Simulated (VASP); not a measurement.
# MgI2 (P-1) in VASP: notebook

Runs on MgI2. Level: PBEsol. Tasks: electric field gradients.

All numbers are computed with VASP 6.6.1; they aren't measurements. Logs are shortened: lines on timing, memory, paths and dates and some standing lists are left out, and cuts for length are marked.

**1. The cell of the first run**

The typed cell holds 3 atoms: a = 4.154 Å, b = 4.118 Å, c = 6.863 Å, α = 89.57°, β = 88.85°, γ = 119.13°.

**2. Electric field gradients, PBEsol (equal xy, yz and zx shear strains of +2 %)**

Contents of INCAR:

```
PREC = Accurate
ENCUT = 520
EDIFF = 1E-8
ISMEAR = -1
SIGMA = 0.03
LREAL = False
LASPH = True
NELM = 100
ALGO = Normal
ISIF = 2
LWAVE = False
LCHARG = False
GGA = PS
LEFG = True
NBANDS = 15
```

Contents of KPOINTS:

```
Automatic mesh
0
Gamma
  7 7 4
```

Contents of POSCAR:

```
MgI2
1.0
    4.1537001214      0.0415370012      0.0415370012
   -2.0408779625      3.5764413242      0.0152035976
    0.0686200000      0.0686200000      6.8620000000
Mg I
1 2
Direct
    0.0000000000      0.0000000000      0.0000000000
    0.3333333333      0.6666666667      0.7576300000
    0.6666666667      0.3333333333      0.2423700000
```

Potentials or basis: VASP PAW PBE potentials, release 64 (Mg, I).

Started as:

```sh
$ cat potpaw_PBE.64/Mg/POTCAR potpaw_PBE.64/I/POTCAR > POTCAR
$ mpirun -np 1 vasp_std > vasp.out
```

OUTCAR:

```text
PREC = Accurate
   ENCUT = 520
   EDIFF = 1E-8
   ISMEAR = -1
   LREAL = False
   LASPH = True
   NELM = 100
   ISIF = 2
   GGA = PS

 ion  position               nearest neighbor table
   1  0.000  0.000  0.000-   2 2.89   3 2.89   3 2.89   2 2.89   3 2.97   2 2.97
   2  0.333  0.667  0.758-   1 2.89   1 2.89   1 2.97
   3  0.667  0.333  0.242-   1 2.89   1 2.89   1 2.97

  LATTYP: Found a triclinic cell.
 ALAT       =     4.1901078905
 B/A-ratio  =     0.9827452114
 C/A-ratio  =     1.6378304199
 COS(alpha) =     0.0074204947
 COS(beta)  =     0.0272158148
 COS(gamma) =     0.5000757388

  Lattice vectors:

 A1 = (   2.1128221589,   3.6179783254,   0.0567405988)
 A2 = (  -2.0408779625,   3.5764413242,   0.0152035976)
 A3 = (   0.0686200000,   0.0686200000,   6.8620000000)

Analysis of symmetry for initial positions (statically):
=====================================================================
 Subroutine PRICEL returns:
 Original cell was already a primitive cell.

 Routine SETGRP: Setting up the symmetry group for a
 triclinic supercell.

 Subroutine GETGRP returns: Found  2 space group operations
 (whereof  2 operations were pure point group operations)
 out of a pool of  2 trial point group operations.

The static configuration has the point symmetry S_2 .

Analysis of symmetry for dynamics (positions and initial velocities):
=====================================================================
 Subroutine PRICEL returns:
 Original cell was already a primitive cell.

 Routine SETGRP: Setting up the symmetry group for a
 triclinic supercell.

 Subroutine GETGRP returns: Found  2 space group operations
 (whereof  2 operations were pure point group operations)
 out of a pool of  2 trial point group operations.

The dynamic configuration has the point symmetry S_2 .

 Subroutine INISYM returns: Found  2 space group operations
 (whereof  2 operations are pure point group operations),
 and found     1 'primitive' translations

----------------------------------------------------------------------------------------

                                     Primitive cell

  volume of cell :     102.4996

  direct lattice vectors                    reciprocal lattice vectors
     4.153700121  0.041537001  0.041537001     0.239420410  0.136640020 -0.003760604
    -2.040877963  3.576441324  0.015203598    -0.002752953  0.278048295 -0.002752953
     0.068620000  0.068620000  6.862000000    -0.001443158 -0.001443158  0.145758971

  length of vectors
     4.154115471  4.117808465  6.862686166     0.275693254  0.278075551  0.145773259

  position of ions in fractional coordinates (direct lattice)
     0.000000000  0.000000000  0.000000000
     0.333333333  0.666666667  0.757630000
     0.666666667  0.333333333  0.242370000

  ion indices of the primitive-cell ions
   primitive index   ion index
                 1           1
                 2           2
                 3           3

----------------------------------------------------------------------------------------

 KPOINTS: Automatic mesh

Automatic generation of k-mesh.
 Grid dimensions read from file:
 generate k-points for:    7    7    4

 Generating k-lattice:

  Cartesian coordinates                     Fractional coordinates (reciprocal lattice)
     0.034202916  0.019520003 -0.000537229     0.142857143  0.000000000 -0.000000000
    -0.000393279  0.039721185 -0.000393279    -0.000000000  0.142857143 -0.000000000
    -0.000360790 -0.000360790  0.036439743     0.000000000 -0.000000000  0.250000000

  Length of vectors
     0.039384751  0.039725079  0.036443315

  Shift w.r.t. Gamma in fractional coordinates (k-lattice)
     0.000000000  0.000000000  0.000000000

[... 37 lines left out ...]
   ions per type =               1   2
   NGX,Y,Z   is equivalent  to a cutoff of  12.81, 12.92, 13.08 a.u.
   NGXF,Y,Z  is equivalent  to a cutoff of  25.61, 25.84, 26.16 a.u.
 SYSTEM =  unknown system
   PREC   = accura    normal or accurate (medium, high low for compatibility)
   ISTART =      0    job   : 0-new  1-cont  2-samecut
   ICHARG =      2    charge: 1-file 2-atom 10-const
   ISPIN  =      1    spin polarized calculation?
   LNONCOLLINEAR =      F non collinear calculations
   LSORBIT =      F    spin-orbit coupling
   LASPH  =      T    aspherical Exc in radial PAW
   ENCUT  =  520.0 eV  38.22 Ry    6.18 a.u.   7.72  7.66 12.76*2*pi/ulx,y,z
   NELM   =    100;   NELMIN=  2; NELMDL= -5     # of ELM steps
   EDIFF  = 0.1E-07   stopping-criterion for ELM
   LREAL  =      F    real-space projection
   EDIFFG = 0.1E-06   stopping-criterion for IOM
   NSW    =      0    number of steps for IOM
   IBRION =     -1    ionic relax: 0-MD 1-quasi-New 2-CG
   NFREE  =      0    steps in history (QN), initial steepest desc. (CG)
   ISIF   =      2    stress and relaxation
   ISYM   =      2    0-nonsym 1-usesym 2-fastsym
   POTIM  = 0.5000    time-step for ionic-motion
   TEBEG  =    0.0;   TEEND  =   0.0 temperature during run
   PSTRESS=    0.0 pullay stress
   NELECT =      16.0000    total number of electrons
   NUPDOWN=      -1.0000    fix difference up-down
   EMIN   =  10.00;   EMAX   =-10.00  energy-range for DOS
   EFERMI =   0.00;   METHOD = LEGACY
   ISMEAR =    -1;   SIGMA  =   0.03  broadening in eV -4-tet -1-fermi 0-gaus
   EFERMI_NEDOS =   21; number of points for ismear=-14 and -15
   IALGO  =     38    algorithm
   IMIX   =      4    mixing-type and parameters
     AMIX     =   0.40;   BMIX     =  1.00
     AMIX_MAG =   1.60;   BMIX_MAG =  1.00
  volume/ion in A,a.u.               =      34.17       230.57
  Fermi-wavevector in a.u.,A,eV,Ry     =   0.881470  1.665736 10.571577  0.776989
  Thomas-Fermi vector in A             =   2.001970
   LORBIT       =      0    0 simple, 1 ext, 2 COOP (PROOUT), +10 PAW based schemes
   GGA     = PS    functional components
   LHFCALC =     F    Hartree Fock is set to
   AEXX    =    0.0000 exact exchange contribution
   IVDW    =     0    specifies the selected vdW correction
   LEPSILON=     F    determine dielectric tensor
   LRPA    =     F    only Hartree local field effects (RPA)
 non-spin polarized calculation
  energy-cutoff  :      520.00
  volume of cell :      102.50
 maximum number of plane-waves:      2792
   NGX = 15   NGY = 15   NGZ = 25

 number of electron      16.0000001 magnetization

 Free energy of the ion-electron system (eV)
  ---------------------------------------------------
  ext. energy  EPLUGINS =         0.00000000
  ---------------------------------------------------
  free energy    TOTEN  =        -8.41376107 eV

  energy without entropy =       -8.41376107  energy(sigma->0) =       -8.41376107

 E-fermi :   2.8772     XC(G=0):  -8.3745

 val. band max:        2.2457424966   @ k =   0.0000   0.0000   0.0000
 cond. band min:       5.6598502979   @ k =  -0.4286   0.4286   0.2500
 fundamental gap:      3.4141078014
 Fermi energy:         2.8771958489

 k-point     1 :       0.0000    0.0000    0.0000
  band No.  band energies     occupation
      1      -9.8997      2.00000
      2      -9.1782      2.00000
      3      -1.3587      2.00000
      4       1.7221      2.00000
      5       1.7903      2.00000
      6       2.1113      2.00000
      7       2.1695      2.00000
      8       2.2457      2.00000
      9       5.8097      0.00000
     10       6.8531      0.00000
     11       8.7118      0.00000
     12       9.0224      0.00000
     13       9.6172      0.00000
     14      10.2210      0.00000
[... 401 lines left out ...]
      2      -8.9439      2.00000
      3      -1.0325      2.00000
      4      -0.3983      2.00000
      5       0.0302      2.00000
      6       0.8011      2.00000
      7       1.3249      2.00000
      8       1.6771      2.00000
      9       6.4230      0.00000
     10       8.1024      0.00000
     11       8.2069      0.00000
     12       9.0377      0.00000
     13       9.7762      0.00000
     14      10.0712      0.00000
     15      11.3029      0.00000

 [... further k-points ...]
[... 5 lines left out ...]
  --------------------------------------------------------------------------------------
  -------------------------------------------------------------------------------------
  Total       -0.2071904     -0.1557298      0.0723046     -0.2202820     -0.2021347     -0.2255914
  in kB       -3.2386059     -2.4342212      1.1301968     -3.4432413     -3.1595798     -3.5262320
  external PRESSURE =      -1.5142101 kB  Pullay stress =       0.0000000 kB

 VOLUME and BASIS-vectors are now :
 -----------------------------------------------------------------------------
  energy-cutoff  :      520.00
  volume of cell :      102.50
      direct lattice vectors                 reciprocal lattice vectors
     4.153700121  0.041537001  0.041537001     0.239420410  0.136640020 -0.003760604
    -2.040877963  3.576441324  0.015203598    -0.002752953  0.278048295 -0.002752953
     0.068620000  0.068620000  6.862000000    -0.001443158 -0.001443158  0.145758971

 POSITION                                       TOTAL-FORCE (eV/Angst)
 -----------------------------------------------------------------------------------
      0.00000      0.00000      0.00000        -0.000000     -0.000000      0.000000
      0.07597      2.45013      5.22284         0.057383      0.051687      0.027884
      2.10547      1.23647      1.69590        -0.057383     -0.051687     -0.027884
 -----------------------------------------------------------------------------------
    total drift:                               -0.000000      0.000000     -0.000000

  FREE ENERGIE OF THE ION-ELECTRON SYSTEM (eV)
  ---------------------------------------------------
  free  energy   TOTEN  =        -8.4137610672 eV

  energy  without entropy=       -8.4137610672  energy(sigma->0) =       -8.41376107

 Electric field gradients (V/A^2)
---------------------------------------------------------------------
 ion       V_xx      V_yy      V_zz      V_xy      V_xz      V_yz
---------------------------------------------------------------------
   1       1.107    -1.380     0.272     1.856     2.795     1.477
   2      14.445    34.523   -48.968    -3.595    -5.693     2.779
   3      14.445    34.523   -48.968    -3.595    -5.693     2.779
---------------------------------------------------------------------

 Electric field gradients after diagonalization (V/A^2)
 (convention: |V_zz| > |V_xx| > |V_yy|)
----------------------------------------------------------------------
 ion       V_xx      V_yy      V_zz     asymmetry (V_yy - V_xx)/ V_zz
----------------------------------------------------------------------
   1      -2.371    -2.105     4.475       0.059
   2      35.313    14.233   -49.547       0.425
   3      35.313    14.233   -49.547       0.425
----------------------------------------------------------------------

           NMR quadrupolar parameters

 Cq : quadrupolar parameter    Cq=e*Q*V_zz/h
 eta: asymmetry parameters     (V_yy - V_xx)/ V_zz
 Q  : nuclear electric quadrupole moment in mb (millibarn)
----------------------------------------------------------------------
 ion       Cq(MHz)       eta       Q (mb)
----------------------------------------------------------------------
   1       0.011       0.059       1.000
   2      -0.120       0.425       1.000
   3      -0.120       0.425       1.000
----------------------------------------------------------------------
```

It took 2.1 min on 1 thread of Intel Xeon Platinum 8259CL at 2.50GHz (Skylake/Cascade Lake), shared host; peak memory 0.32 GiB.

What came out:

```
Free energy            : -8.4138 eV
Pressure               : -0.2 GPa
Largest force          : 0.082 eV/Å
Band gap on the k mesh : 3.41 eV, indirect (least direct gap 3.56 eV)
```

Forces on the atoms (eV/Å):
```
Mg   0.000  0.000  0.000
I    0.057  0.052  0.028
I   -0.057 -0.052 -0.028
```

Stress tensor (GPa, compression positive):
```
-0.32 -0.34 -0.35
-0.34 -0.24 -0.32
-0.35 -0.32  0.11
```

Electric field gradients, principal values (V/Å²):
```tsv
atom	least	middle	greatest (by size)
1 Mg	-2.105	-2.371	4.475
2 I	14.233	35.313	-49.547
3 I	14.233	35.313	-49.547
```

Caveat: the cell differs from its parent crystal (equal xy, yz and zx shear strains of +2 %); without QUAD_EFG the Cq values of the log hold for a quadrupole moment of 1 mb, not for the nuclei; the PAW data sets were made with another functional, which shifts forces and pressure a little; spin-orbit coupling is left out, which moves the levels of the heavy elements. A k mesh can miss the band edges.

**3. Electric field gradients, PBEsol (equal xy, yz and zx shear strains of -2 %)**

Contents of INCAR:

```
  PREC = Accurate
  ENCUT = 520
  EDIFF = 1E-8
  ISMEAR = -1
  SIGMA = 0.03
  LREAL = F
  LASPH = T
  NELM = 100
  ALGO = Normal
  ISIF = 2
  LWAVE = F
  LCHARG = F
  GGA = PS
  LEFG = T
  NBANDS = 15
```

KPOINTS is that of step 2.

Contents of POSCAR:

```
MgI2
1.0
    4.1537001214     -0.0415370012     -0.0415370012
   -2.1128221589      3.6179783254     -0.0152035976
   -0.0686200000     -0.0686200000      6.8620000000
Mg I
1 2
Direct
    0.0000000000      0.0000000000      0.0000000000
    0.3333333333      0.6666666667      0.7576300000
    0.6666666667      0.3333333333      0.2423700000
```

Potentials or basis: VASP PAW PBE potentials, release 64 (Mg, I).

Started as:

```sh
$ cat potpaw_PBE.64/Mg/POTCAR potpaw_PBE.64/I/POTCAR > POTCAR
$ mpirun -np 1 vasp_std > vasp.out
```

OUTCAR:

```text
PREC = Accurate
   ENCUT = 520
   EDIFF = 1E-8
   ISMEAR = -1
   LREAL = F
   LASPH = T
   NELM = 100
   ISIF = 2
   GGA = PS

 ion  position               nearest neighbor table
   1  0.000  0.000  0.000-   3 2.86   2 2.86   3 2.95   2 2.95   3 2.95   2 2.95
   2  0.333  0.667  0.758-   1 2.86   1 2.95   1 2.95
   3  0.667  0.333  0.242-   1 2.86   1 2.95   1 2.95

  LATTYP: Found a triclinic cell.
 ALAT       =     4.1181713052
 B/A-ratio  =     1.0087281861
 C/A-ratio  =     1.6664401884
 COS(alpha) =     0.0198960208
 COS(beta)  =     0.0274156886
 COS(gamma) =     0.4869832430

  Lattice vectors:
[... 653 lines left out ...]

 Electric field gradients (V/A^2)
---------------------------------------------------------------------
 ion       V_xx      V_yy      V_zz      V_xy      V_xz      V_yz
---------------------------------------------------------------------
   1      -1.452     1.179     0.273    -1.974    -2.957    -1.554
   2      34.872    14.087   -48.960     3.497     6.334    -2.728
   3      34.872    14.087   -48.960     3.497     6.334    -2.728
---------------------------------------------------------------------

 Electric field gradients after diagonalization (V/A^2)
 (convention: |V_zz| > |V_xx| > |V_yy|)
----------------------------------------------------------------------
 ion       V_xx      V_yy      V_zz     asymmetry (V_yy - V_xx)/ V_zz
----------------------------------------------------------------------
   1       2.502     2.234    -4.736       0.057
   2      35.846    13.730   -49.576       0.446
   3      35.846    13.730   -49.576       0.446
----------------------------------------------------------------------

           NMR quadrupolar parameters

 Cq : quadrupolar parameter    Cq=e*Q*V_zz/h
 eta: asymmetry parameters     (V_yy - V_xx)/ V_zz
 Q  : nuclear electric quadrupole moment in mb (millibarn)
----------------------------------------------------------------------
 ion       Cq(MHz)       eta       Q (mb)
----------------------------------------------------------------------
   1      -0.011       0.057       1.000
   2      -0.120       0.446       1.000
   3      -0.120       0.446       1.000
----------------------------------------------------------------------
```

OSZICAR:

```text
N       E                     dE             d eps       ncg     rms          rms(c)
DAV:   1     0.738622763584E+02    0.73862E+02   -0.57302E+03  2970   0.835E+02
DAV:   2    -0.266677834808E+01   -0.76529E+02   -0.69514E+02  4175   0.131E+02
DAV:   3    -0.846201785852E+01   -0.57952E+01   -0.57727E+01  3957   0.410E+01
DAV:   4    -0.857053708441E+01   -0.10852E+00   -0.10851E+00  4092   0.673E+00
DAV:   5    -0.857163135307E+01   -0.10943E-02   -0.10943E-02  4065   0.636E-01    0.402E+00
DAV:   6    -0.844542727480E+01    0.12620E+00   -0.10044E-01  3292   0.159E+00    0.265E+00
DAV:   7    -0.841551074478E+01    0.29917E-01   -0.10290E-01  3642   0.156E+00    0.641E-01
DAV:   8    -0.841328618496E+01    0.22246E-02   -0.74956E-03  3327   0.480E-01    0.262E-01
DAV:   9    -0.841327383204E+01    0.12353E-04   -0.81214E-04  4034   0.167E-01    0.104E-01
DAV:  10    -0.841326142697E+01    0.12405E-04   -0.38298E-05  3530   0.412E-02    0.375E-02
DAV:  11    -0.841326341509E+01   -0.19881E-05   -0.57749E-06  3817   0.137E-02    0.218E-02
DAV:  12    -0.841326354050E+01   -0.12541E-06   -0.52408E-07  3908   0.417E-03    0.806E-03
DAV:  13    -0.841326362145E+01   -0.80948E-07   -0.67678E-08  3747   0.137E-03    0.351E-03
DAV:  14    -0.841326381119E+01   -0.18974E-06   -0.15580E-07  3362   0.226E-03    0.285E-03
DAV:  15    -0.841326379069E+01    0.20500E-07   -0.91315E-09  3284   0.588E-04    0.188E-03
DAV:  16    -0.841326376417E+01    0.26519E-07   -0.66575E-09  2528   0.422E-04    0.299E-04
DAV:  17    -0.841326376234E+01    0.18376E-08   -0.92580E-10  2248   0.189E-04
   1 F= -.84132638E+01 E0= -.84132638E+01  d E =-.930674E-11
```

Wall time 4.7 min (1 thread of Oxide Virtual Turin-like, shared host); peak memory 0.29 GiB.

What came out:

| Quantity | Value |
| --- | --- |
| Free energy | -8.4133 eV |
| Pressure | -0.1 GPa |
| Largest force | 0.091 eV/Å |
| Band gap on the k mesh | 3.43 eV, indirect (least direct gap 3.57 eV) |

Forces on the atoms (eV/Å):
```
Mg   0.000  0.000  0.000
I   -0.064 -0.058  0.028
I    0.064  0.058 -0.028
```

Electric field gradients, principal values (V/Å²):
| atom | least | middle | greatest (by size) |
| --- | --- | --- | --- |
| 1 Mg | 2.234 | 2.502 | -4.736 |
| 2 I | 13.730 | 35.846 | -49.576 |
| 3 I | 13.730 | 35.846 | -49.576 |

Caveat: the cell differs from its parent crystal (equal xy, yz and zx shear strains of -2 %); without QUAD_EFG the Cq values of the log hold for a quadrupole moment of 1 mb, not for the nuclei; the PAW data sets were made with another functional, which shifts forces and pressure a little; spin-orbit coupling is left out, which moves the levels of the heavy elements. A k mesh can miss the band edges.

(Continued in part 2 of 2.)
